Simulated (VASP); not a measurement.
# H (Fd-3m) in VASP: further runs, part 2 of 2

VASP 6.6.1. Earlier steps stand in the parts before.

## Step 4: Relaxation of cell and atoms, PBE

This run uses another cell than the first one, of 11.12 Å³/atom, 3.259 times its volume.

Contents of INCAR:

```
ALGO = Normal ; EDIFF = 1E-6
EDIFFG = -0.005 ; ENCUT = 600
GGA = PE ; IBRION = 2
ISIF = 3 ; ISMEAR = -1
LASPH = True ; LCHARG = False
LREAL = False ; LWAVE = False
NELM = 100 ; NSW = 100
PREC = Accurate ; SIGMA = 0.05
```

Contents of KPOINTS:

```
k-points
0
Gamma
  14 14 14
```

Contents of POSCAR:

```
H
1.0
    0.0000000000      2.2322827293      2.2322827293
    2.2322827293      0.0000000000      2.2322827293
    2.2322827293      2.2322827293      0.0000000000
H
2
Direct
    0.0000000000      0.0000000000      0.0000000000
    0.2500000000      0.2500000000      0.2500000000
```

Potentials or basis: VASP PAW PBE potentials, release 64 (H).

Started as:

```
cat potpaw_PBE.64/H/POTCAR > POTCAR
mpirun -np 1 vasp_std > vasp.out
```

OUTCAR:

```text
EDIFF = 1E-6
   EDIFFG = -0.005
   ENCUT = 600
   GGA = PE
   IBRION = 2
   ISIF = 3
   ISMEAR = -1
   LASPH = True
   LREAL = False
   NELM = 100
   NSW = 100
   PREC = Accurate

 ion  position               nearest neighbor table
   1  0.000  0.000  0.000-
   2  0.250  0.250  0.250-

  LATTYP: Found a face centered cubic cell.
 ALAT       =     4.4645654586

  Lattice vectors:

 A1 = (   0.0000000000,   2.2322827293,   2.2322827293)
 A2 = (   2.2322827293,   0.0000000000,   2.2322827293)
 A3 = (   2.2322827293,   2.2322827293,   0.0000000000)

Analysis of symmetry for initial positions (statically):
=====================================================================
 Subroutine PRICEL returns:
 Original cell was already a primitive cell.

[... 182 lines left out ...]
  external PRESSURE =    -153.9519966 kB  Pullay stress =       0.0000000 kB
[... 688 lines left out ...]
 k-point    24 :       0.2857    0.1429    0.0000
  band No.  band energies     occupation
      1      -9.4176      2.00000
      2      10.2955      0.00000
      3      17.2038      0.00000
      4      23.7083      0.00000
      5      26.0165      0.00000

 [... further k-points ...]

[... ionic steps 4 to 7 ...]

--------------------------------------- Ionic step        8  -------------------------------------------

 number of electron       2.0000000 magnetization

------------------------ aborting loop because EDIFF is reached ----------------------------------------
[... 67 lines left out ...]
--------------------------------------- Ionic step       10  -------------------------------------------

 number of electron       2.0000000 magnetization

 Free energy of the ion-electron system (eV)
  ---------------------------------------------------
  ext. energy  EPLUGINS =         0.00000000
  ---------------------------------------------------
  free energy    TOTEN  =        -5.21990385 eV

  energy without entropy =       -5.21920934  energy(sigma->0) =       -5.21955659

 E-fermi :   2.0852     XC(G=0): -10.2229

 val. band max:        1.7242319423   @ k =  -0.4286   0.5000   0.0714
 cond. band min:       2.1203322998   @ k =  -0.3571   0.5000   0.1429
 fundamental gap:      0.3961003575
 Fermi energy:         2.0852437249
[... 221 lines left out ...]
  FREE ENERGIE OF THE ION-ELECTRON SYSTEM (eV)
  ---------------------------------------------------
  free  energy   TOTEN  =        -5.2199038494 eV

  energy  without entropy=       -5.2192093365  energy(sigma->0) =       -5.21955659

 reached required accuracy - stopping structural energy minimisation
```

OSZICAR:

```text
N       E                     dE             d eps       ncg     rms          rms(c)
DAV:   1    -0.275754550117E+01   -0.27575E+01   -0.41101E+02  1045   0.260E+02
DAV:   2    -0.351119519419E+01   -0.75365E+00   -0.75192E+00  1345   0.165E+01
DAV:   3    -0.352874987935E+01   -0.17555E-01   -0.17469E-01  1290   0.293E+00
[... 63 lines left out ...]
DAV:   2    -0.521988694877E+01   -0.26509E-06   -0.90558E-08   920   0.547E-03
   9 F= -.52198869E+01 E0= -.52195393E+01  d E =-.831253E-04
       N       E                     dE             d eps       ncg     rms          rms(c)
DAV:   1    -0.521990367516E+01   -0.16991E-04   -0.21639E-04  1040   0.149E-01    0.893E-03
DAV:   2    -0.521990384940E+01   -0.17424E-06   -0.65380E-08   860   0.468E-03
  10 F= -.52199038E+01 E0= -.52195566E+01  d E =-.100026E-03
```

CONTCAR:

```text
H
   1.00000000000000
    -0.0000000000000000    1.5063013988974943    1.5063013988974943
     1.5063013988974943    0.0000000000000000    1.5063013988974943
     1.5063013988974943    1.5063013988974943    0.0000000000000000
  H
     2
Direct
     0.0000000000000000    1.0000000000000000    1.0000000000000000
     0.2500000000000000    0.2500000000000000    0.2500000000000000

  0.00000000E+00  0.00000000E+00  0.00000000E+00
  0.00000000E+00  0.00000000E+00  0.00000000E+00
```

Wall time 28 s (1 thread of Intel Xeon 6975P-C (Granite Rapids), shared host); peak memory 0.15 GiB.

What came out:

```
Free energy                            : -5.2199 eV
Relaxed volume                         : 3.42 Å³/atom
Relaxed cell                           : a = 2.130 Å, b = 2.130 Å, c = 2.130 Å, α = 60.00°, β = 60.00°, γ = 60.00°
Space group after relaxing (to 0.05 Å) : Fd-3m (No. 227)
Energy gained by relaxing              : 841.1 meV/atom
Ionic steps                            : 10
Pressure after relaxing                : 0.0 GPa
Band gap on the k mesh                 : zero (band 1 reaches 2.49 eV, above the bottom of band 2 at 1.56 eV)
```

Step by step:
```csv
step,energy change (eV),largest force (eV/Å),pressure (GPa),volume (Å³)
1,0.0000,0.0000,-15.40,22.25
2,-0.3350,0.0000,-17.50,18.98
3,-1.3001,0.0000,-20.35,11.13
4,1.0891,0.0000,418.16,2.53
5,-1.5509,0.0000,-16.17,8.98
6,-1.6632,0.0000,10.27,6.20
7,-1.6812,0.0000,-1.88,6.98
8,-1.6820,0.0000,0.66,6.78
9,-1.6821,0.0000,0.30,6.81
10,-1.6821,0.0000,-0.02,6.84
```

Final structure:
```
H
1.0
     0.00000    1.50630    1.50630
     1.50630    0.00000    1.50630
     1.50630    1.50630    0.00000
H
2
Direct
  0.00000 0.00000 0.00000
  0.25000 0.25000 0.25000
```

Levels at points of the mesh, in eV from the Fermi level:
```csv
k point,band 1,band 2,band 3,band 4
"(0.00, 0.00, 0.00)",-15.35,21.34,30.43,37.13
"(0.50, 0.00, 0.00)",-6.32,0.35,20.22,31.66
"(0.50, 0.50, 0.00)",-0.52,-0.52,18.83,18.83
```

Caveat: the volume moved by over 15 % at a fixed basis, so the end points are rough.

## Step 5: Relaxation of cell and atoms, PBE

This run uses another cell than the first one, of 11.12 Å³/atom, 3.259 times its volume.

Contents of INCAR:

```
SYSTEM = H
PREC = Accurate
ENCUT = 600
EDIFF = 1E-6
ISMEAR = -1
SIGMA = 0.05
LREAL = .False.
LASPH = .True.
NELM = 100
ALGO = Normal
ISIF = 3
LWAVE = .False.
LCHARG = .False.
GGA = PE
IBRION = 2
NSW = 100
EDIFFG = -0.005
```

Contents of KPOINTS:

```
regular mesh
0
Gamma
  14 14 14
  0 0 0
```

POSCAR is that of step 4.

Started as:

```
cat potpaw_PBE.64/H/POTCAR > POTCAR
mpirun -np 1 vasp_std > vasp.out
```

It took 29 s on 1 thread of Intel Xeon 6975P-C (Granite Rapids), shared host; peak memory 0.15 GiB.

It converged, with:

```yaml
Free_energy: -5.2199 eV
Relaxed_volume: 3.42 Å³/atom
Relaxed_cell: a = 2.130 Å, b = 2.130 Å, c = 2.130 Å, α = 60.00°, β = 60.00°, γ = 60.00°
Space_group_after_relaxing_to_0.05_Å: Fd-3m (No. 227)
Energy_gained_by_relaxing: 841.1 meV/atom
Ionic_steps: 10
Pressure_after_relaxing: 0.0 GPa
Band_gap_on_the_k_mesh: zero (band 1 reaches 2.49 eV, above the bottom of band 2 at 1.56 eV)
```

The path:
```tsv
step	energy change (eV)	largest force (eV/Å)	pressure (GPa)	volume (Å³)
1	0.0000	0.0000	-15.40	22.25
2	-0.3350	0.0000	-17.50	18.98
3	-1.3001	0.0000	-20.35	11.13
4	1.0891	0.0000	418.16	2.53
5	-1.5509	0.0000	-16.17	8.98
6	-1.6632	0.0000	10.27	6.20
7	-1.6812	0.0000	-1.88	6.98
8	-1.6820	0.0000	0.66	6.78
9	-1.6821	0.0000	0.30	6.81
10	-1.6821	0.0000	-0.02	6.84
```

Final structure:
```xyz
2
Lattice="0.0000 1.5063 1.5063 1.5063 0.0000 1.5063 1.5063 1.5063 0.0000" Properties=species:S:1:pos:R:3 pbc="T T T"
H     3.0126    1.5063    1.5063
H     0.7532    0.7532    0.7532
```

Levels at points of the mesh, in eV from the Fermi level:
```
           k point  band 1  band 2  band 3  band 4  band 5
(0.00, 0.00, 0.00)  -15.35   21.34   30.43   37.13   37.13
(0.50, 0.00, 0.00)   -6.32    0.35   20.22   31.66   31.66
(0.50, 0.50, 0.00)   -0.52   -0.52   18.83   18.83   21.19
```

Caveat: the volume moved by over 15 % at a fixed basis, so the end points are rough.
